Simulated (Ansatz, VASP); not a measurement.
**GaAs in VASP and in Ansatz**

```xyz
2
Lattice="0.0000 2.8456 2.8456 2.8456 0.0000 2.8456 2.8456 2.8456 0.0000" Properties=species:S:1:pos:R:3 pbc="T T T"
As    4.2684    4.2684    4.2684
Ga    0.0000    0.0000    0.0000
```

Change from the starting cell: volume scaled by 1.02.

Alike in both runs: task single point; functional BLYP; dispersion D3(BJ); k mesh 6 × 6 × 6; occupations gaussian, width 0.15 eV; non-collinear spin.

```csv
,VASP,Ansatz
version,VASP 6.6.1,Ansatz 0.2.0
potentials or method,"VASP PAW PBE potentials, release 64 (As, Ga_d), cutoff 520 eV","all-electron LAPW, scalar-relativistic"
```

Ansatz gave:

```
gap on the k mesh at the Fermi level (eV) : 0.19
least direct gap on the mesh (eV)         : 0.19
pressure (GPa)                            : -0.3
net moment per atom (μB)                  : 0.00
```

Task: Estimate VASP's values.

Result: gap on the k mesh at the Fermi level (eV): 0.24; least direct gap on the mesh (eV): 0.24; pressure (GPa): 0.0; net moment per atom (μB): 0.00.

VASP's potentials were made for PBE, not for BLYP. Ansatz ran all-electron here, and VASP with PAW potentials.
